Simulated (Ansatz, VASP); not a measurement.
# BaTe in VASP and in Ansatz

The input INCAR:

```
  PREC = Accurate
  ENCUT = 520
  EDIFF = 1E-6
  ISMEAR = 0
  SIGMA = 0.01
  LREAL = F
  LASPH = T
  NELM = 80
  ALGO = Normal
  ISIF = 2
  LWAVE = F
  LCHARG = F
  NBANDS = 24
```

Contents of KPOINTS:

```
Automatic mesh
0
Gamma
  6 6 4
```

Contents of POSCAR:

```
BaTe
1.0
    5.9721823866      0.0000000000      0.0000000000
   -2.9860911933      5.1720616628      0.0000000000
    0.0000000000      0.0000000000      7.0036862921
Ba Te
2 2
Direct
    0.3333333333      0.6666666667     -0.0625000000
    0.6666666667      0.3333333333      0.4375000000
    0.3333333333      0.6666666667      0.4375000000
    0.6666666667      0.3333333333      0.9375000000
```

Input for Ansatz:

```yaml
crystal:
  lattice:
    - [5.9721823866, 0.0, 0.0]
    - [-2.9860911933, 5.1720616628, 0.0]
    - [0.0, 0.0, 7.0036862921]
  atoms:
    - { symbol: Ba, position: [0.3333333333, 0.6666666667, -0.0625] }
    - { symbol: Ba, position: [0.6666666667, 0.3333333333, 0.4375] }
    - { symbol: Te, position: [0.3333333333, 0.6666666667, 0.4375] }
    - { symbol: Te, position: [0.6666666667, 0.3333333333, 0.9375] }
kpoints:
  mp_grid: { grid: [6, 6, 4] }
hamiltonian:
  xc: lda
scf:
  occupations: { method: fixed }
output:
  optics: { e_range: [0, 14], de: 0.05, sigma: 0.1, bands: auto }
```

Alike in both runs: task single point; functional LDA; k mesh 6 × 6 × 4; no spin polarisation.

|  | VASP | Ansatz |
| --- | --- | --- |
| version | VASP 6.6.1 | Ansatz 0.2.0 |
| potentials or method | VASP PAW LDA potentials, release 64 (Ba_sv, Te) | plane waves, PAW |
| plane-wave cutoff (eV) | 520 | 420 |
| occupations | gaussian, width 0.01 eV | fixed |
| valence electrons in the cell | 32 | 52 |

|  | VASP | Ansatz | Ansatz less VASP |
| --- | --- | --- | --- |
| gap on the k mesh at the Fermi level (eV) | 1.75 | 1.83 | +0.082 |

LDA's correlation is that of Perdew and Zunger in VASP and of Perdew and Wang (1992) in Ansatz. VASP's potentials hold 32 valence electrons a cell and Ansatz's 52, so a difference there can come from the potentials and not from the codes.

Spin-orbit coupling is off throughout.
